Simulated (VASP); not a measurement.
Wanted: the native input for a VASP 6.6.1 run.

| Item | Value |
| --- | --- |
| Task | single point |
| Functional | PBEsol |
| Potentials or basis | VASP PAW PBE potentials, release 64 (Al) |
| Cutoff | 520 eV |
| k mesh | 8 × 8 × 8 |
| Occupations | fermi-dirac, width 0.136057 eV |
| Spin | no spin polarisation |
| Dipole correction | no |
| Further INCAR settings | ALGO = Normal; EDIFF = 1e-06; NBANDS = 10 |

The structure of Al lies in POSCAR:

```
Al
1.0
    0.0000000000      2.9988514122      2.9988514122
    2.9988514122      0.0000000000      2.9988514122
    2.9988514122      2.9988514122      0.0000000000
Al
2
Direct
    0.0000000000      0.0000000000      0.0000000000
    0.2500000000      0.2500000000      0.2500000000
```

One way to write it, as run:

INCAR

```
SYSTEM = Al
PREC = Accurate ; ENCUT = 520
EDIFF = 1E-6 ; ISMEAR = -1
SIGMA = 0.13605693000000002 ; LREAL = .False.
LASPH = .True. ; NELM = 80
ALGO = Normal ; ISIF = 2
LWAVE = .False. ; LCHARG = .False.
GGA = PS ; NBANDS = 10
```

KPOINTS

```
regular mesh
0
Gamma
  8 8 8
  0 0 0
```

Potentials or basis: VASP PAW PBE potentials, release 64 (Al).

Run with:

```console
$ cat potpaw_PBE.64/Al/POTCAR > POTCAR
$ mpirun -np 1 vasp_std > vasp.out
```

Results of the run:

```yaml
Pressure: 0.1 GPa
Band_gap_on_the_k_mesh: zero (band 3 reaches 5.05 eV, above the bottom of band 4 at 1.44 eV)
```

Caveat: the PAW data sets were made with another functional, which shifts forces and pressure a little.

It took 10 s on 1 thread of Intel Xeon 8259CL, on a shared host, peak memory 0.16 GiB.
